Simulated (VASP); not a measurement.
Cd2S:

```
Cd S
1.0
     4.04039    0.00000    0.00000
    -2.02019    3.49908    0.00000
     0.00000    0.00000    5.92313
Cd S
2 1
Direct
  0.33333 0.66667 0.93272
  0.66667 0.33333 0.57873
  0.33333 0.66667 0.36571
```

Base run:

| Quantity | Value |
| --- | --- |
| Program | VASP 6.6.1 |
| Functional | LDA |
| Potentials or basis | VASP PAW LDA potentials, release 64 (Cd, S) |
| Cutoff | 520 eV |
| k mesh | 8 × 8 × 5 |
| Occupations | fermi-dirac, width 0.05 eV |
| Spin | no spin polarisation |

Its results: band gap on the k mesh 0.29 eV, indirect (least direct gap 0.57 eV); pressure -6.3 GPa; largest force 0.346 eV/Å.

**Question.** After a change of settings the same cell gave: band gap on the k mesh 0.44 eV, indirect (least direct gap 0.72 eV); pressure -6.4 GPa; largest force 0.328 eV/Å. Which change was it?
A. functional from LDA to r2SCAN; potentials or basis from VASP PAW LDA potentials, release 64 (Cd, S) to VASP PAW PBE potentials, release 64 (Cd, S)
B. functional from LDA to PBE; potentials or basis from VASP PAW LDA potentials, release 64 (Cd, S) to VASP PAW PBE potentials, release 64 (Cd, S)
C. functional from LDA to PBEsol; potentials or basis from VASP PAW LDA potentials, release 64 (Cd, S) to VASP PAW PBE potentials, release 64 (Cd, S)
D. k mesh from 8 × 8 × 5 to 7 × 7 × 4

**Answer.** D.
